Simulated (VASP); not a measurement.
Write the native input for VASP 6.6.1 that does the following.

* Task: single point
* Functional: LDA
* Potentials or basis: VASP PAW LDA potentials, release 64 (H, Si, Hf_pv)
* Cutoff: 520 eV
* k mesh: 2 × 2 × 1
* Occupations: fermi-dirac, width 0.02 eV
* Spin: no spin polarisation
* Dipole correction: no
* Further INCAR settings: LREAL = Auto; ALGO = Normal; EDIFF = 1e-07; NBANDS = 69

The structure of HfSi20H8 lies in POSCAR:

```
HfSi20H8
1.0
    7.6791800000      0.0000000000      0.0000000000
    0.0000000000      7.6791800000      0.0000000000
    0.0000000000      0.0000000000     18.2555000000
H Si Hf
8 20 1
Direct
    0.4093920184      0.0000000000      0.0547780121
    0.0906079816      0.0000000000      0.0547780121
    0.9093920184      0.0000000000      0.0547780121
    0.5906079816      0.0000000000      0.0547780121
    0.4093920184      0.5000000000      0.0547780121
    0.0906079816      0.5000000000      0.0547780121
    0.9093920184      0.5000000000      0.0547780121
    0.5906079816      0.5000000000      0.0547780121
    0.2500000000      0.0000000000      0.1021883816
    0.7500000000      0.0000000000      0.1021883816
    0.2500000000      0.5000000000      0.1021883816
    0.7500000000      0.5000000000      0.1021883816
    0.2599785394      0.2500007813      0.1705258689
    0.7396550152      0.2508592063      0.1713169182
    0.2568278123      0.7482698674      0.1792446112
    0.7437279762      0.7503048503      0.1791187313
    0.0008395428      0.2738244188      0.2312785736
    0.4987565079      0.2472408512      0.2481011202
    0.0002367440      0.7452806159      0.2502251924
    0.5002513289      0.7473438570      0.2603894717
   -0.0001019640      0.0366158887      0.3055196516
    0.4971534721      0.0122974068      0.3299617102
   -0.0005116432      0.4825223526      0.3230823587
    0.4927950641      0.4804778635      0.3285578593
    0.2324617993      0.0850267867      0.3956252088
    0.7672752820      0.0687056431      0.3935212402
    0.2387695040      0.4342005266      0.4015566268
    0.7526579661      0.3903308687      0.3872387500
    1.0220250079      0.8107562266      0.4027849689
```

One way to write it, as run:

INCAR

```
SYSTEM = HfSi20H8
PREC = Accurate ; ENCUT = 520
EDIFF = 1E-7 ; ISMEAR = -1
SIGMA = 0.02 ; LREAL = Auto
LASPH = .TRUE. ; NELM = 100
ALGO = Normal ; ISIF = 2
LWAVE = .FALSE. ; LCHARG = .TRUE.
GGA = CA ; LELF = .TRUE.
LVHAR = .TRUE. ; NBANDS = 69
```

KPOINTS

```
Automatic mesh
0
G
  2 2 1
  0 0 0
```

Potentials or basis: VASP PAW LDA potentials, release 64 (H, Si, Hf_pv).

Run with:

```console
$ cat potpaw_LDA.64/H/POTCAR potpaw_LDA.64/Si/POTCAR potpaw_LDA.64/Hf_pv/POTCAR > POTCAR
$ mpirun -np 1 vasp_std > vasp.out
```

It gave:

The largest force is 0.493 eV/Å and the band gap on the k mesh is 0.04 eV (least direct gap 0.18 eV).

Caveat: spin-orbit coupling is left out, which moves the levels of the heavy elements.

It took 11 min on 1 thread of AMD EPYC 9R14 (Zen 4) (shared host), peak memory 0.73 GiB.
